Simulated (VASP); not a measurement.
# ZnO (P6_3mc) in VASP: single point with LDA

Aim: the single point of ZnO with LDA.

All numbers are computed with VASP 6.6.1; they aren't measurements. Logs are shortened: lines on timing, memory, paths and dates and some standing lists are left out, and cuts for length are marked.

### 1 The cell of the first run

It takes space group P6_3mc (No. 186, hexagonal). Conventional cell: a = 3.249 Å, b = 3.249 Å, c = 5.204 Å, α = 90.00°, β = 90.00°, γ = 120.00°. Within 2.6 Å of Zn (site symmetry 3m) lie 4 O at 1.97 to 1.99 Å. Within 2.6 Å of O (site symmetry 3m) lie 4 Zn at 1.97 to 1.99 Å.

### 2 Single point, LDA

File INCAR:

```
SYSTEM = ZnO
PREC = Accurate
ENCUT = 520
EDIFF = 1E-7
ISMEAR = 0
SIGMA = 0.01
LREAL = .False.
LASPH = .True.
NELM = 100
ALGO = Normal
ISIF = 2
LWAVE = .False.
LCHARG = .False.
NBANDS = 26
```

File KPOINTS:

```
regular mesh
0
Gamma
  9 9 6
  0 0 0
```

File POSCAR:

```
ZnO
1.0
    3.2494000000      0.0000000000      0.0000000000
   -1.6247000000      2.8140629471      0.0000000000
    0.0000000000      0.0000000000      5.2038000000
Zn O
2 2
Direct
    0.3333333333      0.6666666667      0.0000000000
    0.6666666667      0.3333333333      0.5000000000
    0.3333333333      0.6666666667      0.3821000000
    0.6666666667      0.3333333333      0.8821000000
```

Potentials or basis: VASP PAW LDA potentials, release 64 (Zn, O).

The run is started by

```
$ cat potpaw_LDA.64/Zn/POTCAR potpaw_LDA.64/O/POTCAR > POTCAR
$ mpirun -np 1 vasp_std > vasp.out
```

OUTCAR:

```text
SYSTEM = ZnO
   PREC = Accurate
   ENCUT = 520
   EDIFF = 1E-7
   ISMEAR = 0
   LREAL = .False.
   LASPH = .True.
   NELM = 100
   ISIF = 2

 ion  position               nearest neighbor table
   1  0.333  0.667  0.000-   4 1.97   4 1.97   4 1.97   3 1.99
   2  0.667  0.333  0.500-   3 1.97   3 1.97   3 1.97   4 1.99
   3  0.333  0.667  0.382-   2 1.97   2 1.97   2 1.97   1 1.99
   4  0.667  0.333  0.882-   1 1.97   1 1.97   1 1.97   2 1.99

  LATTYP: Found a hexagonal cell.
 ALAT       =     3.2494000000
 C/A-ratio  =     1.6014648858

  Lattice vectors:

 A1 = (   3.2494000000,   0.0000000000,   0.0000000000)
 A2 = (  -1.6247000000,   2.8140629471,   0.0000000000)
 A3 = (   0.0000000000,   0.0000000000,   5.2038000000)

Analysis of symmetry for initial positions (statically):
=====================================================================
 Subroutine PRICEL returns:
 Original cell was already a primitive cell.

 Routine SETGRP: Setting up the symmetry group for a
 hexagonal supercell.

 Subroutine GETGRP returns: Found 12 space group operations
 (whereof  6 operations were pure point group operations)
 out of a pool of 24 trial point group operations.

The static configuration has the point symmetry C_3v.
 The point group associated with its full space group is C_6v.

Analysis of symmetry for dynamics (positions and initial velocities):
=====================================================================
 Subroutine PRICEL returns:
 Original cell was already a primitive cell.

 Routine SETGRP: Setting up the symmetry group for a
 hexagonal supercell.

 Subroutine GETGRP returns: Found 12 space group operations
 (whereof  6 operations were pure point group operations)
 out of a pool of 24 trial point group operations.

The dynamic configuration has the point symmetry C_3v.
 The point group associated with its full space group is C_6v.

 Subroutine INISYM returns: Found 12 space group operations
 (whereof  6 operations are pure point group operations),
 and found     1 'primitive' translations

----------------------------------------------------------------------------------------

                                     Primitive cell

  volume of cell :      47.5836

  direct lattice vectors                    reciprocal lattice vectors
     3.249400000  0.000000000  0.000000000     0.307749123  0.177679039  0.000000000
    -1.624700000  2.814062947  0.000000000     0.000000000  0.355358078  0.000000000
     0.000000000  0.000000000  5.203800000     0.000000000  0.000000000  0.192167262

  length of vectors
     3.249400000  3.249400000  5.203800000     0.355358078  0.355358078  0.192167262

  position of ions in fractional coordinates (direct lattice)
     0.333333333  0.666666667  0.000000000
     0.666666667  0.333333333  0.500000000
     0.333333333  0.666666667  0.382100000
     0.666666667  0.333333333  0.882100000

  ion indices of the primitive-cell ions
   primitive index   ion index
                 1           1
                 2           2
                 3           3
                 4           4

----------------------------------------------------------------------------------------

 KPOINTS: regular mesh

Automatic generation of k-mesh.
 Grid dimensions read from file:
 generate k-points for:    9    9    6

 Generating k-lattice:

  Cartesian coordinates                     Fractional coordinates (reciprocal lattice)
     0.034194347  0.019742115  0.000000000     0.111111111 -0.000000000  0.000000000
     0.000000000  0.039484231  0.000000000     0.000000000  0.111111111  0.000000000
     0.000000000  0.000000000  0.032027877     0.000000000  0.000000000  0.166666667

  Length of vectors
     0.039484231  0.039484231  0.032027877

  Shift w.r.t. Gamma in fractional coordinates (k-lattice)
     0.000000000  0.000000000  0.000000000

 Subroutine IBZKPT returns following result:
 ===========================================

 Found     48 irreducible k-points:

 Following reciprocal coordinates:
            Coordinates               Weight
  0.000000  0.000000  0.000000      1.000000
  0.111111 -0.000000  0.000000      6.000000
  0.222222  0.000000  0.000000      6.000000
  0.333333 -0.000000  0.000000      6.000000
  0.444444  0.000000  0.000000      6.000000
  0.111111  0.111111  0.000000      6.000000
[... 16 lines left out ...]
  0.333333  0.222222  0.166667     24.000000
  0.333333  0.333333  0.166667      4.000000
 [... further k-points ...]
   k-points           NKPTS =     48   k-points in BZ     NKDIM =     48   number of bands    NBANDS=     26
   number of dos      NEDOS =    301   number of ions     NIONS =      4
   total plane-waves  NPLWV =  23040
   dimension x,y,z NGX =    24 NGY =   24 NGZ =   40
   dimension x,y,z NGXF=    48 NGYF=   48 NGZF=   80
   ions per type =               2   2
   NGX,Y,Z   is equivalent  to a cutoff of  12.28, 12.28, 12.78 a.u.
   NGXF,Y,Z  is equivalent  to a cutoff of  24.56, 24.56, 25.56 a.u.
 SYSTEM =  ZnO
   PREC   = accura    normal or accurate (medium, high low for compatibility)
   ISTART =      0    job   : 0-new  1-cont  2-samecut
   ICHARG =      2    charge: 1-file 2-atom 10-const
   ISPIN  =      1    spin polarized calculation?
   LNONCOLLINEAR =      F non collinear calculations
   LSORBIT =      F    spin-orbit coupling
   LASPH  =      T    aspherical Exc in radial PAW
   ENCUT  =  520.0 eV  38.22 Ry    6.18 a.u.   6.04  6.04  9.68*2*pi/ulx,y,z
   NELM   =    100;   NELMIN=  2; NELMDL= -5     # of ELM steps
   EDIFF  = 0.1E-06   stopping-criterion for ELM
   LREAL  =      F    real-space projection
   EDIFFG = 0.1E-05   stopping-criterion for IOM
   NSW    =      0    number of steps for IOM
   IBRION =     -1    ionic relax: 0-MD 1-quasi-New 2-CG
   NFREE  =      0    steps in history (QN), initial steepest desc. (CG)
   ISIF   =      2    stress and relaxation
   ISYM   =      2    0-nonsym 1-usesym 2-fastsym
   POTIM  = 0.5000    time-step for ionic-motion
   TEBEG  =    0.0;   TEEND  =   0.0 temperature during run
   PSTRESS=    0.0 pullay stress
   NELECT =      36.0000    total number of electrons
   NUPDOWN=      -1.0000    fix difference up-down
   EMIN   =  10.00;   EMAX   =-10.00  energy-range for DOS
   EFERMI =   0.00;   METHOD = LEGACY
   ISMEAR =     0;   SIGMA  =   0.01  broadening in eV -4-tet -1-fermi 0-gaus
   EFERMI_NEDOS =   21; number of points for ismear=-14 and -15
   IALGO  =     38    algorithm
   IMIX   =      4    mixing-type and parameters
     AMIX     =   0.40;   BMIX     =  1.00
     AMIX_MAG =   1.60;   BMIX_MAG =  1.00
  volume/ion in A,a.u.               =      11.90        80.28
  Fermi-wavevector in a.u.,A,eV,Ry     =   1.491729  2.818958 30.276420  2.225254
  Thomas-Fermi vector in A             =   2.604347
   LORBIT       =      0    0 simple, 1 ext, 2 COOP (PROOUT), +10 PAW based schemes
   GGA     = CA    functional components
   LHFCALC =     F    Hartree Fock is set to
   AEXX    =    0.0000 exact exchange contribution
   IVDW    =     0    specifies the selected vdW correction
   LEPSILON=     F    determine dielectric tensor
   LRPA    =     F    only Hartree local field effects (RPA)
 non-spin polarized calculation
 Gauss-broadening in eV      SIGMA  =   0.01
  energy-cutoff  :      520.00
  volume of cell :       47.58
 maximum number of plane-waves:      1302
   NGX = 13   NGY = 13   NGZ = 19

 number of electron      36.0000017 magnetization

 Free energy of the ion-electron system (eV)
  ---------------------------------------------------
  ext. energy  EPLUGINS =         0.00000000
  ---------------------------------------------------
  free energy    TOTEN  =       -21.12240627 eV

  energy without entropy =      -21.12240627  energy(sigma->0) =      -21.12240627

 E-fermi :   0.9813     XC(G=0): -11.4650

 val. band max:        0.8821745090   @ k =   0.0000   0.0000   0.0000
 cond. band min:       1.6248457429   @ k =   0.0000   0.0000   0.0000
 fundamental gap:      0.7426712339
 Fermi energy:         0.9812849342

 k-point     1 :       0.0000    0.0000    0.0000
  band No.  band energies     occupation
      1     -16.9232      2.00000
      2     -16.1481      2.00000
      3      -4.9029      2.00000
      4      -4.9029      2.00000
      5      -4.8171      2.00000
      6      -4.7987      2.00000
[... 18 lines left out ...]
     25      14.7899      0.00000
     26      14.7899      0.00000

 k-point     2 :       0.1111   -0.0000    0.0000
  band No.  band energies     occupation
      1     -16.8521      2.00000
      2     -16.1169      2.00000
      3      -4.9791      2.00000
      4      -4.8623      2.00000
      5      -4.7808      2.00000
      6      -4.7392      2.00000
[... 18 lines left out ...]
     25      14.9130      0.00000
     26      14.9461      0.00000

 k-point     3 :       0.2222    0.0000    0.0000
  band No.  band energies     occupation
      1     -16.6617      2.00000
      2     -16.0423      2.00000
      3      -5.1276      2.00000
      4      -4.7990      2.00000
      5      -4.7665      2.00000
      6      -4.6411      2.00000
[... 18 lines left out ...]
     25      14.1601      0.00000
     26      14.9571      0.00000

 k-point     4 :       0.3333   -0.0000    0.0000
  band No.  band energies     occupation
      1     -16.4190      2.00000
      2     -15.9735      2.00000
      3      -5.2070      2.00000
      4      -4.8506      2.00000
      5      -4.6782      2.00000
      6      -4.4695      2.00000
[... 18 lines left out ...]
     25      14.1295      0.00000
     26      14.7761      0.00000
[... 496 lines left out ...]
      1     -16.2763      2.00000
      2     -15.9753      2.00000
      3      -5.0366      2.00000
      4      -4.9500      2.00000
      5      -4.5877      2.00000
      6      -4.5508      2.00000
[... 18 lines left out ...]
     25      12.6172      0.00000
     26      15.8189      0.00000

 k-point    23 :       0.3333    0.2222    0.1667
  band No.  band energies     occupation
      1     -16.1191      2.00000
      2     -15.9709      2.00000
      3      -4.9704      2.00000
      4      -4.7756      2.00000
      5      -4.6100      2.00000
      6      -4.4240      2.00000
[... 18 lines left out ...]
     25      13.3733      0.00000
     26      14.8851      0.00000

 k-point    24 :       0.3333    0.3333    0.1667
  band No.  band energies     occupation
      1     -16.0176      2.00000
      2     -16.0176      2.00000
      3      -4.8980      2.00000
      4      -4.6410      2.00000
      5      -4.6410      2.00000
      6      -4.2899      2.00000
[... 18 lines left out ...]
     25      14.0636      0.00000
     26      15.0839      0.00000

 [... further k-points ...]
[... 5 lines left out ...]
  --------------------------------------------------------------------------------------
  -------------------------------------------------------------------------------------
  Total       -1.8523714     -1.8523714     -1.6718860      0.0000000      0.0000000     -0.0000000
  in kB      -62.3707645    -62.3707645    -56.2936827      0.0000000      0.0000000     -0.0000000
  external PRESSURE =     -60.3450706 kB  Pullay stress =       0.0000000 kB

 VOLUME and BASIS-vectors are now :
 -----------------------------------------------------------------------------
  energy-cutoff  :      520.00
  volume of cell :       47.58
      direct lattice vectors                 reciprocal lattice vectors
     3.249400000  0.000000000  0.000000000     0.307749123  0.177679039  0.000000000
    -1.624700000  2.814062947  0.000000000     0.000000000  0.355358078  0.000000000
     0.000000000  0.000000000  5.203800000     0.000000000  0.000000000  0.192167262

 POSITION                                       TOTAL-FORCE (eV/Angst)
 -----------------------------------------------------------------------------------
     -0.00000      1.87604      0.00000         0.000000      0.000000      0.040877
      1.62470      0.93802      2.60190         0.000000      0.000000      0.040877
     -0.00000      1.87604      1.98837        -0.000000      0.000000     -0.040877
      1.62470      0.93802      4.59027        -0.000000      0.000000     -0.040877
 -----------------------------------------------------------------------------------
    total drift:                               -0.000001     -0.000001     -0.000316

  FREE ENERGIE OF THE ION-ELECTRON SYSTEM (eV)
  ---------------------------------------------------
  free  energy   TOTEN  =       -21.1224062688 eV

  energy  without entropy=      -21.1224062688  energy(sigma->0) =      -21.12240627
```

Wall time 89 s (1 thread of Intel Xeon 6975P-C, shared host); peak memory 0.17 GiB.

What came out:

| Item | Value |
| --- | --- |
| Free energy | -21.1224 eV |
| Pressure | -6.0 GPa |
| Largest force | 0.041 eV/Å |
| Band gap on the k mesh | 0.74 eV, direct |

Forces in eV/Å, atoms in the order of the input:
```
Zn   0.000  0.000  0.041
Zn   0.000  0.000  0.041
O    0.000  0.000 -0.041
O    0.000  0.000 -0.041
```
